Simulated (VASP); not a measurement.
# MgO (Fm-3m) in VASP: a series of runs, part 2 of 2

VASP 6.6.1. Earlier steps stand in the parts before.

## (3) Single point, PBE

Input file INCAR:

```
SYSTEM = MgO
  ALGO = Normal
  EDIFF = 1E-6
  ENCUT = 520
  GGA = PE
  ISIF = 2
  ISMEAR = 0
  LASPH = .TRUE.
  LCHARG = .FALSE.
  LREAL = .FALSE.
  LWAVE = .FALSE.
  NBANDS = 11
  NELM = 80
  PREC = Accurate
  SIGMA = 0.023
```

Input file KPOINTS:

```
k-points
0
G
  11 11 11
  0 0 0
```

Input file POSCAR:

```
MgO
1.0
    0.0000000000      2.0970013927      2.0970013927
    2.0970013927      0.0000000000      2.0970013927
    2.0970013927      2.0970013927      0.0000000000
Mg O
1 1
Direct
    0.0000000000      0.0000000000      0.0000000000
    0.5000000000      0.5000000000      0.5000000000
```

Potentials or basis: VASP PAW PBE potentials, release 64 (Mg, O).

Run with:

```console
$ cat potpaw_PBE.64/Mg/POTCAR potpaw_PBE.64/O/POTCAR > POTCAR
$ mpirun -np 1 vasp_std > vasp.out
```

OUTCAR:

```text
SYSTEM = MgO
   EDIFF = 1E-6
   ENCUT = 520
   GGA = PE
   ISIF = 2
   ISMEAR = 0
   LASPH = .TRUE.
   LREAL = .FALSE.
   NELM = 80
   PREC = Accurate

 ion  position               nearest neighbor table
   1  0.000  0.000  0.000-   2 2.10   2 2.10   2 2.10   2 2.10   2 2.10   2 2.10
   2  0.500  0.500  0.500-   1 2.10   1 2.10   1 2.10   1 2.10   1 2.10   1 2.10

  LATTYP: Found a face centered cubic cell.
 ALAT       =     4.1940027854

  Lattice vectors:

 A1 = (   0.0000000000,   2.0970013927,   2.0970013927)
 A2 = (   2.0970013927,   0.0000000000,   2.0970013927)
 A3 = (   2.0970013927,   2.0970013927,   0.0000000000)

Analysis of symmetry for initial positions (statically):
=====================================================================
 Subroutine PRICEL returns:
 Original cell was already a primitive cell.

 Routine SETGRP: Setting up the symmetry group for a
 face centered cubic supercell.

 Subroutine GETGRP returns: Found 48 space group operations
 (whereof 48 operations were pure point group operations)
 out of a pool of 48 trial point group operations.

The static configuration has the point symmetry O_h .

Analysis of symmetry for dynamics (positions and initial velocities):
=====================================================================
 Subroutine PRICEL returns:
 Original cell was already a primitive cell.

 Routine SETGRP: Setting up the symmetry group for a
 face centered cubic supercell.

 Subroutine GETGRP returns: Found 48 space group operations
 (whereof 48 operations were pure point group operations)
 out of a pool of 48 trial point group operations.

The dynamic configuration has the point symmetry O_h .

 Subroutine INISYM returns: Found 48 space group operations
 (whereof 48 operations are pure point group operations),
 and found     1 'primitive' translations

----------------------------------------------------------------------------------------

                                     Primitive cell
[... 114 lines left out ...]
  Thomas-Fermi vector in A             =   2.373752
   LORBIT       =      0    0 simple, 1 ext, 2 COOP (PROOUT), +10 PAW based schemes
   GGA     = PE    functional components
   LHFCALC =     F    Hartree Fock is set to
   AEXX    =    0.0000 exact exchange contribution
   IVDW    =     0    specifies the selected vdW correction
   LEPSILON=     F    determine dielectric tensor
   LRPA    =     F    only Hartree local field effects (RPA)
 non-spin polarized calculation
 Gauss-broadening in eV      SIGMA  =   0.02
  energy-cutoff  :      520.00
  volume of cell :       18.44
 maximum number of plane-waves:       531
 NGX is ok and might be reduce to    24
   NGX = 11   NGY = 11   NGZ = 11

 number of electron       8.0000004 magnetization

 Free energy of the ion-electron system (eV)
  ---------------------------------------------------
  ext. energy  EPLUGINS =         0.00000000
  ---------------------------------------------------
  free energy    TOTEN  =       -11.89769122 eV

  energy without entropy =      -11.89769122  energy(sigma->0) =      -11.89769122

 E-fermi :   3.4352     XC(G=0): -11.1399

 val. band max:        3.2844925301   @ k =   0.0000   0.0000   0.0000
 cond. band min:       8.1373565285   @ k =   0.0000   0.0000   0.0000
 fundamental gap:      4.8528639984
 Fermi energy:         3.4351719095

 k-point     1 :       0.0000    0.0000    0.0000
  band No.  band energies     occupation
      1     -14.0457      2.00000
      2       3.2845      2.00000
      3       3.2845      2.00000
      4       3.2845      2.00000
      5       8.1374      0.00000
      6      19.1572      0.00000
      7      19.1572      0.00000
      8      19.1572      0.00000
      9      23.1080      0.00000
     10      24.8974      0.00000
     11      24.8974      0.00000
[... 309 lines left out ...]
 k-point    24 :      -0.1818    0.1818    0.0000
  band No.  band energies     occupation
      1     -13.2441      2.00000
      2       0.4003      2.00000
      3       2.1552      2.00000
      4       2.9025      2.00000
      5      11.4462      0.00000
      6      15.4013      0.00000
      7      18.9006      0.00000
      8      21.3903      0.00000
      9      21.4227      0.00000
     10      24.6943      0.00000
     11      28.0453      0.00000

 [... further k-points ...]
[... 5 lines left out ...]
  --------------------------------------------------------------------------------------
  -------------------------------------------------------------------------------------
  Total        0.7113038      0.7113038      0.7113038     -0.0000000     -0.0000000      0.0000000
  in kB       61.7930425     61.7930425     61.7930425     -0.0000000     -0.0000000      0.0000000
  external PRESSURE =      61.7930425 kB  Pullay stress =       0.0000000 kB

 VOLUME and BASIS-vectors are now :
 -----------------------------------------------------------------------------
  energy-cutoff  :      520.00
  volume of cell :       18.44
      direct lattice vectors                 reciprocal lattice vectors
     0.000000000  2.097001393  2.097001393    -0.238435702  0.238435702  0.238435702
     2.097001393  0.000000000  2.097001393     0.238435702 -0.238435702  0.238435702
     2.097001393  2.097001393  0.000000000     0.238435702  0.238435702 -0.238435702

 POSITION                                       TOTAL-FORCE (eV/Angst)
 -----------------------------------------------------------------------------------
      0.00000      0.00000      0.00000        -0.000000     -0.000000      0.000000
      2.09700      2.09700      2.09700         0.000000      0.000000      0.000000
 -----------------------------------------------------------------------------------
    total drift:                               -0.000000     -0.000000      0.000000

  FREE ENERGIE OF THE ION-ELECTRON SYSTEM (eV)
  ---------------------------------------------------
  free  energy   TOTEN  =       -11.8976912185 eV

  energy  without entropy=      -11.8976912185  energy(sigma->0) =      -11.89769122
```

Run time: 9 s. Hardware: 1 thread of Intel Xeon Platinum 8259CL at 2.50GHz (Skylake/Cascade Lake), shared host; peak memory 0.14 GiB.

Results:

```
Free energy            : -11.8977 eV
Pressure               : 6.2 GPa
Band gap on the k mesh : 4.85 eV
```

Caveat: the cell stands under pressure.

## (4) Single point, PBE

Input file INCAR:

```
SYSTEM = MgO
PREC = Accurate ; ENCUT = 520
EDIFF = 1E-7 ; ISMEAR = 0
SIGMA = 0.015 ; LREAL = .False.
LASPH = .True. ; NELM = 100
ALGO = Normal ; ISIF = 2
LWAVE = .False. ; LCHARG = .True.
GGA = PE ; LELF = .True.
LVHAR = .True. ; NBANDS = 11
```

Input file KPOINTS:

```
regular mesh
0
Gamma
  11 11 11
  0 0 0
```

POSCAR is that of step 3.

Run with:

```console
$ cat potpaw_PBE.64/Mg/POTCAR potpaw_PBE.64/O/POTCAR > POTCAR
$ mpirun -np 1 vasp_std > vasp.out
```

Run time: 9.9 s. Hardware: 1 thread of Intel Xeon Platinum 8259CL at 2.50GHz (Skylake/Cascade Lake), shared host; peak memory 0.15 GiB.

The run converged. Its results:

- Free energy: -11.8977 eV
- Pressure: 6.2 GPa
- Band gap on the k mesh: 4.85 eV

Levels at points of the mesh, in eV from the valence-band top:
| k point | band 1 | band 2 | band 3 | band 4 | band 5 | band 6 | band 7 | band 8 | band 9 |
| --- | --- | --- | --- | --- | --- | --- | --- | --- | --- |
| (0.00, 0.00, 0.00) | -17.33 | 0.00 | 0.00 | 0.00 | 4.85 | 15.87 | 15.87 | 15.87 | 19.82 |

Caveat: the cell stands under pressure.

## (5) Single point, LDA

This run uses another cell than the first one, of 9.01 Å³/atom.

Input file INCAR:

```
SYSTEM = MgO
ALGO     = Normal         ! electronic algorithm
EDIFF    = 1E-7           ! SCF threshold, eV
ENCUT    = 520            ! plane-wave cutoff, eV
GGA      = CA             ! functional
ISIF     = 2              ! what is computed and relaxed
ISMEAR   = -1             ! smearing method
LASPH    = .True.         ! aspherical terms in the spheres
LCHARG   = .False.        ! write CHGCAR
LREAL    = .False.        ! projectors in reciprocal space
LWAVE    = .False.        ! write WAVECAR
NBANDS   = 11             ! bands
NELM     = 80             ! most SCF steps
PREC     = Accurate       ! precision mode
SIGMA    = 0.05           ! smearing width, eV
```

Input file KPOINTS:

```
k-points
0
Gamma
  11 11 11
  0 0 0
```

Input file POSCAR:

```
MgO
1.0
    0.0000000000      2.0806604326      2.0806604326
    2.0806604326      0.0000000000      2.0806604326
    2.0806604326      2.0806604326      0.0000000000
Mg O
1 1
Direct
    0.0000000000      0.0000000000      0.0000000000
    0.5000000000      0.5000000000      0.5000000000
```

Potentials or basis: VASP PAW LDA potentials, release 64 (Mg, O).

Run with:

```console
$ cat potpaw_LDA.64/Mg/POTCAR potpaw_LDA.64/O/POTCAR > POTCAR
$ mpirun -np 1 vasp_std > vasp.out
```

It took 7.5 s on 1 thread of Intel Xeon Platinum 8259CL at 2.50GHz (Skylake/Cascade Lake), shared host; peak memory 0.13 GiB.

The run converged. Its results:

| Quantity | Value |
| --- | --- |
| Free energy | -13.4445 eV |
| Pressure | -1.9 GPa |
| Band gap on the k mesh | 5.02 eV |

Levels at points of the mesh, in eV from the valence-band top:
```csv
k point,band 1,band 2,band 3,band 4,band 5,band 6,band 7,band 8,band 9
"(0.00, 0.00, 0.00)",-17.20,0.00,0.00,0.00,5.02,15.72,15.72,15.72,19.84
```

## (6) Relaxation of cell and atoms, LDA

Input file INCAR:

```
SYSTEM = MgO
PREC     = Accurate       ! precision mode
ENCUT    = 600            ! plane-wave cutoff, eV
EDIFF    = 1E-6           ! SCF threshold, eV
ISMEAR   = -1             ! smearing method
SIGMA    = 0.05           ! smearing width, eV
LREAL    = .False.        ! projectors in reciprocal space
LASPH    = .True.         ! aspherical terms in the spheres
NELM     = 100            ! most SCF steps
ALGO     = Normal         ! electronic algorithm
ISIF     = 3              ! what is computed and relaxed
LWAVE    = .False.        ! write WAVECAR
LCHARG   = .False.        ! write CHGCAR
GGA      = CA             ! functional
IBRION   = 2              ! ionic algorithm
NSW      = 80             ! ionic steps
EDIFFG   = -0.005         ! ionic threshold
```

Input file KPOINTS:

```
regular mesh
0
Gamma
  11 11 11
  0 0 0
```

Input file POSCAR:

```
MgO
1.0
    0.0000000000      2.0970013927      2.0970013927
    2.0970013927      0.0000000000      2.0970013927
    2.0970013927      2.0970013927      0.0000000000
Mg O
1 1
Direct
    0.0000000000      0.0000000000      0.0000000000
    0.5000000000      0.5000000000      0.5000000000
```

Potentials or basis: VASP PAW LDA potentials, release 64 (Mg, O).

Run with:

```console
$ cat potpaw_LDA.64/Mg/POTCAR potpaw_LDA.64/O/POTCAR > POTCAR
$ mpirun -np 1 vasp_std > vasp.out
```

Run time: 12 s. Hardware: 1 thread of Intel Xeon Platinum 8259CL at 2.50GHz (Skylake/Cascade Lake), shared host; peak memory 0.14 GiB.

Results (log left out):

```yaml
Free_energy: -13.4507 eV
Relaxed_volume: 8.89 Å³/atom
Relaxed_cell: a = 2.930 Å, b = 2.930 Å, c = 2.930 Å, α = 60.00°, β = 60.00°, γ = 60.00°
Space_group_after_relaxing_to_0.1_Å: Fm-3m (No. 225)
Energy_gained_by_relaxing: 6.4 meV/atom
Ionic_steps: 3
Pressure_after_relaxing: 0.0 GPa
Band_gap_on_the_k_mesh: 5.15 eV
```

Step by step:
```csv
step,energy change (eV),largest force (eV/Å),pressure (GPa),volume (Å³)
1,0.0000,0.0000,-6.01,18.44
2,-0.0108,0.0000,2.60,17.54
3,-0.0128,0.0000,0.02,17.78
```

Final structure:
```yaml
crystal:
  lattice:
    - [0.00000, 2.07171, 2.07171]
    - [2.07171, 0.00000, 2.07171]
    - [2.07171, 2.07171, 0.00000]
  atoms:
    - { symbol: Mg, position: [0.00000, 0.00000, 0.00000] }
    - { symbol: O, position: [0.50000, 0.50000, 0.50000] }
```

Levels at points of the mesh, in eV from the valence-band top:
```csv
k point,band 1,band 2,band 3,band 4,band 5,band 6,band 7,band 8
"(0.00, 0.00, 0.00)",-17.27,0.00,0.00,0.00,5.15,15.80,15.80,15.80
```

## (7) Overview

| task | level | potentials or basis | cell | cutoff (eV) | smearing | gap on the mesh (eV) | pressure (GPa) |
| --- | --- | --- | --- | --- | --- | --- | --- |
| single point | PBE | VASP PAW PBE potentials, release 64 (Mg, O) | a = 2.966 Å, angles 60.0°, 2 atoms | 520 | gaussian 0.019 eV | 4.85 | 6.2 |
| single point | PBE | VASP PAW PBE potentials, release 64 (Mg, O) | a = 2.966 Å, angles 60.0°, 2 atoms | 520 | gaussian 0.023 eV | 4.85 | 6.2 |
| single point | PBE | VASP PAW PBE potentials, release 64 (Mg, O) | a = 2.966 Å, angles 60.0°, 2 atoms | 520 | gaussian 0.015 eV | 4.85 | 6.2 |
| single point | LDA | VASP PAW LDA potentials, release 64 (Mg, O) | a = 2.942 Å, angles 60.0°, 2 atoms | 520 | fermi-dirac 0.05 eV | 5.02 | -1.9 |
| relaxation of cell and atoms | LDA | VASP PAW LDA potentials, release 64 (Mg, O) | relaxed from a = 2.966 Å, angles 60.0°, 2 atoms | 600 | fermi-dirac 0.05 eV | 5.15 | 0.0 |

Alike in all rows: no spin polarisation; k mesh 11 × 11 × 11.

Caveats: the cell stands under pressure (at least some runs).

Total energies depend on the potentials used, so only differences within one code and one set of settings carry meaning.
